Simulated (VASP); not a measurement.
# Mg (Im-3m) in VASP: a series of runs

Runs on Mg. Level: PBEsol. Tasks: relaxation of cell and atoms.

All numbers are computed with VASP 6.6.1; they aren't measurements. Logs are shortened: lines on timing, memory, paths and dates and some standing lists are left out, and cuts for length are marked.

## (1) The cell of the first run

The structure is cubic, space group Im-3m (No. 229). Conventional cell: a = 3.001 Å, b = 3.001 Å, c = 3.001 Å, α = 90.00°, β = 90.00°, γ = 90.00°. Mg (site symmetry m-3m) has 14 Mg at 2.60 to 3.00 Å within 3.4 Å.

This isn't the form of Mg at room conditions, which is hcp.

## (2) Relaxation of cell and atoms, PBEsol, target pressure 30 GPa, at which the enthalpy is minimised

INCAR reads:

```
  PREC = Accurate
  ENCUT = 600
  EDIFF = 1E-6
  ISMEAR = 0
  SIGMA = 0.1
  LREAL = F
  LASPH = T
  NELM = 100
  ALGO = Normal
  ISIF = 3
  LWAVE = F
  LCHARG = F
  GGA = PS
  IBRION = 2
  NSW = 70
  EDIFFG = -0.004
  PSTRESS = 300.0
```

KPOINTS reads:

```
regular mesh
0
Gamma
  20 20 20
```

POSCAR reads:

```
Mg
1.0
   -1.5006499179      1.5006499179      1.5006499179
    1.5006499179     -1.5006499179      1.5006499179
    1.5006499179      1.5006499179     -1.5006499179
Mg
1
Direct
    0.0000000000      0.0000000000      0.0000000000
```

Potentials or basis: VASP PAW PBE potentials, release 64 (Mg).

The run is started by

```sh
$ cat potpaw_PBE.64/Mg/POTCAR > POTCAR
$ mpirun -np 1 vasp_std > vasp.out
```

OUTCAR:

```text
PREC = Accurate
   ENCUT = 600
   EDIFF = 1E-6
   ISMEAR = 0
   LREAL = F
   LASPH = T
   NELM = 100
   ISIF = 3
   GGA = PS
   IBRION = 2
   NSW = 70
   EDIFFG = -0.004
   PSTRESS = 300.0

 ion  position               nearest neighbor table
   1  0.000  0.000  0.000-

  LATTYP: Found a body centered cubic cell.
 ALAT       =     3.0012998358

  Lattice vectors:

 A1 = (  -1.5006499179,   1.5006499179,   1.5006499179)
 A2 = (   1.5006499179,  -1.5006499179,   1.5006499179)
 A3 = (   1.5006499179,   1.5006499179,  -1.5006499179)

Analysis of symmetry for initial positions (statically):
=====================================================================
 Subroutine PRICEL returns:
 Original cell was already a primitive cell.

 Routine SETGRP: Setting up the symmetry group for a
 body centered cubic supercell.

 Subroutine GETGRP returns: Found 48 space group operations
 (whereof 48 operations were pure point group operations)
 out of a pool of 48 trial point group operations.

The static configuration has the point symmetry O_h .

Analysis of symmetry for dynamics (positions and initial velocities):
=====================================================================
 Subroutine PRICEL returns:
 Original cell was already a primitive cell.

 Routine SETGRP: Setting up the symmetry group for a
 body centered cubic supercell.

 Subroutine GETGRP returns: Found 48 space group operations
 (whereof 48 operations were pure point group operations)
 out of a pool of 48 trial point group operations.

The dynamic configuration has the point symmetry O_h .

 Subroutine INISYM returns: Found 48 space group operations
 (whereof 48 operations are pure point group operations),
 and found     1 'primitive' translations

----------------------------------------------------------------------------------------

                                     Primitive cell

  volume of cell :      13.5176

  direct lattice vectors                    reciprocal lattice vectors
    -1.500649918  1.500649918  1.500649918     0.000000000  0.333188970  0.333188970
     1.500649918 -1.500649918  1.500649918     0.333188970  0.000000000  0.333188970
     1.500649918  1.500649918 -1.500649918     0.333188970  0.333188970  0.000000000

  length of vectors
     2.599201902  2.599201902  2.599201902     0.471200360  0.471200360  0.471200360

  position of ions in fractional coordinates (direct lattice)
     0.000000000  0.000000000  0.000000000

  ion indices of the primitive-cell ions
   primitive index   ion index
                 1           1

----------------------------------------------------------------------------------------

 KPOINTS: regular mesh

Automatic generation of k-mesh.
 Grid dimensions read from file:
 generate k-points for:   20   20   20

 Generating k-lattice:

  Cartesian coordinates                     Fractional coordinates (reciprocal lattice)
     0.000000000  0.016659448  0.016659448     0.050000000  0.000000000  0.000000000
     0.016659448  0.000000000  0.016659448     0.000000000  0.050000000  0.000000000
     0.016659448  0.016659448  0.000000000     0.000000000  0.000000000  0.050000000

  Length of vectors
     0.023560018  0.023560018  0.023560018

  Shift w.r.t. Gamma in fractional coordinates (k-lattice)
     0.000000000  0.000000000  0.000000000

 Subroutine IBZKPT returns following result:
 ===========================================

 Found    256 irreducible k-points:

 Following reciprocal coordinates:
            Coordinates               Weight
  0.000000  0.000000  0.000000      1.000000
  0.050000  0.000000  0.000000     12.000000
  0.100000  0.000000  0.000000     12.000000
  0.150000  0.000000  0.000000     12.000000
  0.200000  0.000000  0.000000     12.000000
  0.250000  0.000000  0.000000     12.000000
[... 16 lines left out ...]
  0.200000  0.100000 -0.000000     48.000000
  0.250000  0.100000  0.000000     48.000000
 [... further k-points ...]
   k-points           NKPTS =    256   k-points in BZ     NKDIM =    256   number of bands    NBANDS=      5
[... 33 lines left out ...]
   EFERMI_NEDOS =   21; number of points for ismear=-14 and -15
   IALGO  =     38    algorithm
   IMIX   =      4    mixing-type and parameters
     AMIX     =   0.40;   BMIX     =  1.00
     AMIX_MAG =   1.60;   BMIX_MAG =  1.00
  volume/ion in A,a.u.               =      13.52        91.22
  Fermi-wavevector in a.u.,A,eV,Ry     =   0.865869  1.636255 10.200680  0.749729
  Thomas-Fermi vector in A             =   1.984175
   LORBIT       =      0    0 simple, 1 ext, 2 COOP (PROOUT), +10 PAW based schemes
   GGA     = PS    functional components
   LHFCALC =     F    Hartree Fock is set to
   AEXX    =    0.0000 exact exchange contribution
   IVDW    =     0    specifies the selected vdW correction
   LEPSILON=     F    determine dielectric tensor
   LRPA    =     F    only Hartree local field effects (RPA)
 conjugate gradient relaxation of ions
 non-spin polarized calculation
 Gauss-broadening in eV      SIGMA  =   0.10
  energy-cutoff  :      600.00
  volume of cell :       13.52
 maximum number of plane-waves:       466
 NGX is ok and might be reduce to    24
   NGX = 11   NGY = 11   NGZ = 11

--------------------------------------- Ionic step        1  -------------------------------------------

 number of electron       2.0000000 magnetization

 Free energy of the ion-electron system (eV)
  ---------------------------------------------------
  ext. energy  EPLUGINS =         0.00000000
  ---------------------------------------------------
  free energy    TOTEN  =        -0.76268328 eV

  energy without entropy =       -0.76185358  energy(sigma->0) =       -0.76226843

 E-fermi :   6.1334     XC(G=0): -10.3856

 val. band max:        6.1157841391   @ k =   0.3000   0.2500   0.1500
 cond. band min:       6.1883068455   @ k =  -0.3500  -0.3500   0.0500
 fundamental gap:      0.0725227064
 Fermi energy:         6.1334494380

 k-point     1 :       0.0000    0.0000    0.0000
  band No.  band energies     occupation
      1      -3.4727      2.00000
      2      23.0856      0.00000
      3      23.0856      0.00000
      4      23.0856      0.00000
      5      25.7844      0.00000
[... 487 lines left out ...]
  FREE ENERGIE OF THE ION-ELECTRON SYSTEM (eV)
  ---------------------------------------------------
  free  energy   TOTEN  =        -1.2179491123 eV

  energy  without entropy=       -1.2170215326  energy(sigma->0) =       -1.21748532

  enthalpy is  TOTEN    =         1.6592805352 eV   P V=        2.8772296475

[... ionic steps 4 to 13 ...]

--------------------------------------- Ionic step       14  -------------------------------------------

 number of electron       2.0000000 magnetization

------------------------ aborting loop because EDIFF is reached ----------------------------------------

  FORCE on cell =-STRESS in cart. coord.  units (eV):
  Direction    XX          YY          ZZ          XY          YZ          ZX
  --------------------------------------------------------------------------------------
  -------------------------------------------------------------------------------------
  Total        2.8746305      2.8746305      2.8746305      0.0000000     -0.0000000     -0.0000000
  in kB      300.4760120    300.4760120    300.4760120      0.0000000     -0.0000000     -0.0000000
  external PRESSURE =       0.4760120 kB  Pullay stress =     300.0000000 kB
[... 59 lines left out ...]
  enthalpy is  TOTEN    =         1.6592502924 eV   P V=        2.8701183084

--------------------------------------- Ionic step       16  -------------------------------------------

 number of electron       2.0000000 magnetization

 Free energy of the ion-electron system (eV)
  ---------------------------------------------------
  ext. energy  EPLUGINS =         0.00000000
  ---------------------------------------------------
  free energy    TOTEN  =        -1.21095178 eV

  energy without entropy =       -1.21002830  energy(sigma->0) =       -1.21049004

 E-fermi :   5.1822     XC(G=0):  -9.9099

 val. band max:        5.1312879424   @ k =   0.3000   0.2000   0.2000
 cond. band min:       5.1978678840   @ k =   0.3000   0.2500   0.1500
 fundamental gap:      0.0665799416
 Fermi energy:         5.1822057102

 k-point     1 :       0.0000    0.0000    0.0000
  band No.  band energies     occupation
      1      -3.7686      2.00000
      2      21.0796      0.00000
      3      21.0796      0.00000
      4      21.0796      0.00000
      5      23.5962      0.00000
[... 212 lines left out ...]
  FREE ENERGIE OF THE ION-ELECTRON SYSTEM (eV)
  ---------------------------------------------------
  free  energy   TOTEN  =        -1.2109517777 eV

  energy  without entropy=       -1.2100282975  energy(sigma->0) =       -1.21049004

  enthalpy is  TOTEN    =         1.6592501768 eV   P V=        2.8702019545

 reached required accuracy - stopping structural energy minimisation
```

Run time: 42 s. Hardware: 1 thread of Intel Xeon Platinum 8488C (Sapphire Rapids), shared host; peak memory 0.16 GiB.

Results:

| Quantity | Value |
| --- | --- |
| Free energy | -1.2110 eV |
| Relaxed volume | 15.33 Å³/atom |
| Relaxed cell | a = 2.710 Å, b = 2.710 Å, c = 2.710 Å, α = 109.47°, β = 109.47°, γ = 109.47° |
| Space group after relaxing (to 0.1 Å) | Im-3m (No. 229) |
| Energy change on relaxing (the run minimises the enthalpy) | -448.3 meV/atom |
| Ionic steps | 16 |
| Pressure after relaxing | 30.0 GPa |
| Band gap on the k mesh | zero (bands 1 and 2 overlap by 4.90 eV) |

The path:
```tsv
step	energy change (eV)	largest force (eV/Å)	pressure (GPa)	volume (Å³)
1	0.0000	0.0000	51.02	13.52
2	-0.7249	0.0000	16.23	17.29
3	-0.4553	0.0000	29.71	15.37
4	-0.4481	0.0000	30.05	15.33
5	-0.4481	0.0000	30.05	15.33
6	-0.4481	0.0000	30.05	15.33
7	-0.4481	0.0000	30.05	15.33
8	-0.4481	0.0000	30.05	15.33
9	-0.4481	0.0000	30.05	15.33
10	-0.4481	0.0000	30.05	15.33
11	-0.4481	0.0000	30.05	15.33
12	-0.4481	0.0000	30.05	15.33
13	-0.4481	0.0000	30.05	15.33
14	-0.4481	0.0000	30.05	15.33
15	-0.4482	0.0000	30.05	15.33
16	-0.4483	0.0000	30.04	15.33
```

Final structure:
```
Mg
1.0
    -1.56488    1.56488    1.56488
     1.56488   -1.56488    1.56488
     1.56488    1.56488   -1.56488
Mg
1
Direct
  0.00000 0.00000 0.00000
```

Caveat: the cell is relaxed towards a set pressure, so the run minimises the enthalpy, not the energy; the PAW data sets were made with another functional, which shifts forces and pressure a little.

## (3) Relaxation of cell and atoms, PBEsol, target pressure 75 GPa, at which the enthalpy is minimised

INCAR reads:

```
PREC     = Accurate       # precision mode
ENCUT    = 600            # plane-wave cutoff, eV
EDIFF    = 1E-6           # SCF threshold, eV
ISMEAR   = 0              # smearing method
SIGMA    = 0.1            # smearing width, eV
LREAL    = F              # projectors in reciprocal space
LASPH    = T              # aspherical terms in the spheres
NELM     = 100            # most SCF steps
ALGO     = Normal         # electronic algorithm
ISIF     = 3              # what is computed and relaxed
LWAVE    = F              # write WAVECAR
LCHARG   = F              # write CHGCAR
GGA      = PS             # functional
IBRION   = 2              # ionic algorithm
NSW      = 70             # ionic steps
EDIFFG   = -0.004         # ionic threshold
PSTRESS  = 750.0
```

KPOINTS reads:

```
Automatic mesh
0
Gamma
  20 20 20
```

POSCAR is that of step 2.

Potentials or basis: VASP PAW PBE potentials, release 64 (Mg).

The run is started by

```sh
$ cat potpaw_PBE.64/Mg/POTCAR > POTCAR
$ mpirun -np 1 vasp_std > vasp.out
```

Wall time 27 s (1 thread of Intel Xeon Platinum 8488C (Sapphire Rapids), shared host); peak memory 0.16 GiB.

Results (log left out):

| Item | Value |
| --- | --- |
| Free energy | -0.2486 eV |
| Relaxed volume | 12.19 Å³/atom |
| Relaxed cell | a = 2.511 Å, b = 2.511 Å, c = 2.511 Å, α = 109.47°, β = 109.47°, γ = 109.47° |
| Space group after relaxing (to 0.1 Å) | Im-3m (No. 229) |
| Energy change on relaxing (the run minimises the enthalpy) | +514.1 meV/atom |
| Ionic steps | 7 |
| Pressure after relaxing | 75.0 GPa |
| Band gap on the k mesh | zero (bands 1 and 2 overlap by 4.80 eV) |

The path:
```csv
step,energy change (eV),largest force (eV/Å),pressure (GPa),volume (Å³)
1,0.0000,0.0000,51.02,13.52
2,2.0276,0.0000,149.05,9.93
3,0.4753,0.0000,73.17,12.28
4,0.5095,0.0000,74.78,12.20
5,0.5214,0.0000,75.34,12.18
6,0.5027,0.0000,74.46,12.22
7,0.5141,0.0000,75.00,12.19
```

Final structure:
```yaml
crystal:
  lattice:
    - [-1.44996, 1.44996, 1.44996]
    - [1.44996, -1.44996, 1.44996]
    - [1.44996, 1.44996, -1.44996]
  atoms:
    - { symbol: Mg, position: [0.00000, 0.00000, 0.00000] }
```

Levels at points of the mesh, in eV from the Fermi level:
| k point | band 1 | band 2 | band 3 | band 4 | band 5 |
| --- | --- | --- | --- | --- | --- |
| (0.00, 0.00, 0.00) | -10.17 | 17.85 | 17.85 | 17.85 | 20.71 |
| (0.50, 0.00, 0.00) | -2.42 | -0.97 | 11.03 | 15.11 | 15.75 |
| (0.50, 0.50, 0.50) | 3.83 | 3.83 | 6.43 | 6.43 | 6.43 |

Caveat: the cell is relaxed towards a set pressure, so the run minimises the enthalpy, not the energy; the PAW data sets were made with another functional, which shifts forces and pressure a little.

## (4) Relaxation of cell and atoms, PBEsol, target pressure 30 GPa, at which the enthalpy is minimised

This run uses another cell than the first one, of 15.28 Å³/atom.

INCAR reads:

```
SYSTEM = Mg
PREC     = Accurate       ! precision mode
ENCUT    = 600            ! plane-wave cutoff, eV
EDIFF    = 1E-6           ! SCF threshold, eV
ISMEAR   = 0              ! smearing method
SIGMA    = 0.1            ! smearing width, eV
LREAL    = .False.        ! projectors in reciprocal space
LASPH    = .True.         ! aspherical terms in the spheres
NELM     = 60             ! most SCF steps
ALGO     = Fast           ! electronic algorithm
ISIF     = 3              ! what is computed and relaxed
LWAVE    = .False.        ! write WAVECAR
LCHARG   = .False.        ! write CHGCAR
GGA      = PS             ! functional
IBRION   = 2              ! ionic algorithm
NSW      = 70             ! ionic steps
EDIFFG   = -0.004         ! ionic threshold
PSTRESS  = 300.0
```

KPOINTS reads:

```
regular mesh
0
Gamma
  20 20 20
  0 0 0
```

POSCAR reads:

```
Mg
1.0
   -1.5631771551      1.5631771551      1.5631771551
    1.5631771551     -1.5631771551      1.5631771551
    1.5631771551      1.5631771551     -1.5631771551
Mg
1
Direct
    0.0000000000      0.0000000000      0.0000000000
```

The run is started by

```sh
$ cat potpaw_PBE.64/Mg/POTCAR > POTCAR
$ mpirun -np 1 vasp_std > vasp.out
```

Run time: 15 s. Hardware: 1 thread of Intel Xeon Platinum 8488C (Sapphire Rapids), shared host; peak memory 0.16 GiB.

Results (log left out):

* Free energy: -1.2120 eV
* Relaxed volume: 15.33 Å³/atom
* Relaxed cell: a = 2.711 Å, b = 2.711 Å, c = 2.711 Å, α = 109.47°, β = 109.47°, γ = 109.47°
* Space group after relaxing (to 0.1 Å): Im-3m (No. 229)
* Energy change on relaxing (the run minimises the enthalpy): -10.3 meV/atom
* Ionic steps: 3
* Pressure after relaxing: 30.0 GPa
* Band gap on the k mesh: zero (bands 1 and 2 overlap by 4.90 eV)

Step by step:
| step | energy change (eV) | largest force (eV/Å) | pressure (GPa) | volume (Å³) |
| --- | --- | --- | --- | --- |
| 1 | 0.0000 | 0.0000 | 30.49 | 15.28 |
| 2 | -0.0195 | 0.0000 | 29.56 | 15.38 |
| 3 | -0.0103 | 0.0000 | 30.00 | 15.33 |

Final structure:
```
CELL_PARAMETERS angstrom
-1.56504 1.56504 1.56504
1.56504 -1.56504 1.56504
1.56504 1.56504 -1.56504
ATOMIC_POSITIONS crystal
Mg 0.00000 0.00000 0.00000
```

Levels at points of the mesh, in eV from the Fermi level:
```tsv
k point	band 1	band 2	band 3	band 4
(0.00, 0.00, 0.00)	-8.95	15.89	15.89	15.89
(0.50, 0.00, 0.00)	-2.15	-0.96	10.08	12.97
(0.50, 0.50, 0.50)	3.94	3.94	5.25	5.25
```

Caveat: the cell is relaxed towards a set pressure, so the run minimises the enthalpy, not the energy; the PAW data sets were made with another functional, which shifts forces and pressure a little.

## (5) Relaxation of cell and atoms, PBEsol, target pressure 12 GPa, at which the enthalpy is minimised

This run uses another cell than the first one, of 15.28 Å³/atom.

INCAR reads:

```
SYSTEM = Mg
PREC = Accurate
ENCUT = 600
EDIFF = 1E-6
ISMEAR = 0
SIGMA = 0.1
LREAL = .False.
LASPH = .True.
NELM = 80
ALGO = Fast
ISIF = 3
LWAVE = .False.
LCHARG = .False.
GGA = PS
IBRION = 2
NSW = 70
EDIFFG = -0.004
PSTRESS = 120.0
```

KPOINTS reads:

```
Automatic mesh
0
Gamma
  20 20 20
  0 0 0
```

POSCAR is that of step 4.

The run is started by

```sh
$ cat potpaw_PBE.64/Mg/POTCAR > POTCAR
$ mpirun -np 1 vasp_std > vasp.out
```

Wall time 24 s (1 thread of Intel Xeon Platinum 8488C (Sapphire Rapids), shared host); peak memory 0.17 GiB.

It converged, with:

```yaml
Free_energy: -1.5630 eV
Relaxed_volume: 18.15 Å³/atom
Relaxed_cell: a = 2.868 Å, b = 2.868 Å, c = 2.868 Å, α = 109.47°, β = 109.47°, γ = 109.47°
Space_group_after_relaxing_to_0.1_Å: Im-3m (No. 229)
Energy_change_on_relaxing_the_run_minimises_the_enthalpy: -361.4 meV/atom
Ionic_steps: 6
Pressure_after_relaxing: 12.0 GPa
Band_gap_on_the_k_mesh: zero (bands 1 and 2 overlap by 4.92 eV)
```

The path:
```
step  energy change (eV)  largest force (eV/Å)  pressure (GPa)  volume (Å³)
   1              0.0000                0.0000           30.49        15.28
   2             -0.4405                0.0000            6.83        19.52
   3             -0.3600                0.0000           12.08        18.14
   4             -0.3646                0.0000           11.81        18.20
   5             -0.3606                0.0000           12.04        18.14
   6             -0.3614                0.0000           12.00        18.15
```

Final structure:
```
Mg
1.0
    -1.65563    1.65563    1.65563
     1.65563   -1.65563    1.65563
     1.65563    1.65563   -1.65563
Mg
1
Cartesian
  0.0000 0.0000 0.0000
```

Levels at points of the mesh, in eV from the Fermi level:
```csv
k point,band 1,band 2,band 3,band 4,band 5
"(0.00, 0.00, 0.00)",-8.10,14.58,14.58,14.58,16.88
"(0.50, 0.00, 0.00)",-1.91,-0.96,9.41,11.25,11.77
"(0.50, 0.50, 0.50)",3.97,3.97,4.55,4.55,4.55
```

Caveat: the cell is relaxed towards a set pressure, so the run minimises the enthalpy, not the energy; the volume moved by over 15 % at a fixed basis, so the end points are rough; the PAW data sets were made with another functional, which shifts forces and pressure a little.

## (6) Summary

| cell | gap on the mesh (eV) | pressure (GPa) |
| --- | --- | --- |
| relaxed to 30 GPa from a = 2.599 Å, angles 109.5°, 1 atom | none | 30.0 |
| relaxed to 75 GPa from a = 2.599 Å, angles 109.5°, 1 atom | none | 75.0 |
| relaxed to 30 GPa from a = 2.708 Å, angles 109.5°, 1 atom | none | 30.0 |
| relaxed to 12 GPa from a = 2.708 Å, angles 109.5°, 1 atom | none | 12.0 |

Alike in all rows: task relaxation of cell and atoms; level PBEsol; potentials or basis VASP PAW PBE potentials, release 64 (Mg); no spin polarisation; k mesh 20 × 20 × 20; cutoff (eV) 600; smearing gaussian 0.1 eV.

Caveats: the cell is relaxed towards a set pressure, so the run minimises the enthalpy, not the energy; the PAW data sets were made with another functional, which shifts forces and pressure a little; the volume moved by over 15 % at a fixed basis, so the end points are rough (at least some runs).

Total energies depend on the potentials used, so only differences within one code and one set of settings carry meaning.
